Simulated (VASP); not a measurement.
Write the native input for VASP 6.6.1 that does the following.

```
Task                   : single point
Functional             : PBE
Potentials or basis    : VASP PAW PBE potentials, release 64 (Cr_pv)
Cutoff                 : 520 eV
k mesh                 : 24 × 24 × 24
Occupations            : gaussian, width 0.15 eV
Spin                   : no spin polarisation
Dipole correction      : no
Further INCAR settings : ALGO = Fast; EDIFF = 1e-06; NBANDS = 12
```

The structure of Cr lies in POSCAR:

```
Cr
1.0
   -1.3842720000      1.3842720000      1.4419500000
    1.3842720000     -1.3842720000      1.4419500000
    1.3842720000      1.3842720000     -1.4419500000
Cr
1
Direct
    0.0000000000      0.0000000000      0.0000000000
```

This cell differs from its parent crystal: strain -0.040 along x and y, +0.000 along z.

These files were run (other wordings do the same):

INCAR

```
SYSTEM = Cr
PREC = Accurate
ENCUT = 520
EDIFF = 1E-6
ISMEAR = 0
SIGMA = 0.15
LREAL = .False.
LASPH = .True.
NELM = 60
ALGO = Fast
ISIF = 2
LWAVE = .False.
LCHARG = .True.
GGA = PE
LELF = .True.
LVHAR = .True.
NBANDS = 12
```

KPOINTS

```
Automatic mesh
0
Gamma
  24 24 24
  0 0 0
```

Potentials or basis: VASP PAW PBE potentials, release 64 (Cr_pv).

The run is started by

```console
$ cat potpaw_PBE.64/Cr_pv/POTCAR > POTCAR
$ mpirun -np 1 vasp_std > vasp.out
```

It gave:

```json
{
  "Pressure": "12.5 GPa",
  "Band gap on the k mesh": "zero (band 6 reaches 14.16 eV, above the bottom of band 7 at 10.84 eV)"
}
```

Caveat: the cell differs from its parent crystal (strain -0.040 along x and y, +0.000 along z); the run has no spin polarisation, though such a crystal can be magnetic.

Wall time 45 s on 1 thread of Intel(R) Xeon(R) 6975P-C (Granite Rapids), on a shared host, peak memory 0.24 GiB.
